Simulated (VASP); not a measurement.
MgS, 2 atoms in the cell. It takes space group I4/mmm (No. 139, tetragonal). Conventional cell: a = 3.679 Å, b = 3.679 Å, c = 5.308 Å, α = 90.00°, β = 90.00°, γ = 90.00°. Within 3.4 Å of Mg (site symmetry 4/mmm) lie 6 S at 2.60 to 2.65 Å. Within 3.4 Å of S (site symmetry 4/mmm) lie 6 Mg at 2.60 to 2.65 Å.  This cell differs from its parent crystal: uniaxial x strain +2.0%.

* Program: VASP 6.6.1
* Task: single point
* Functional: r2SCAN
* Potentials or basis: VASP PAW PBE potentials, release 64 (Mg, S)
* Cutoff: 520 eV
* k mesh: 8 × 8 × 8
* Occupations: gaussian, width 0.01 eV
* Spin: no spin polarisation
* Dipole correction: no
* Further INCAR settings: ALGO = Normal; EDIFF = 1e-06; NBANDS = 11

Potentials or basis: VASP PAW PBE potentials, release 64 (Mg, S).

Command:

```bash
$ cat potpaw_PBE.64/Mg/POTCAR potpaw_PBE.64/S/POTCAR > POTCAR
$ cp INCAR.step1 INCAR
$ mpirun -np 1 vasp_std > vasp.out
$ cp INCAR.step2 INCAR
$ mpirun -np 1 vasp_std > vasp.out
```

Hardware: 1 thread of Intel(R) Xeon(R) 6975P-C (Granite Rapids), on a shared host.

Question: Estimate the wall time of this run.

Answer: Run time: 58 s on 1 thread of Intel(R) Xeon(R) 6975P-C (Granite Rapids) (shared host), peak memory 0.17 GiB. Counts: k points 59.
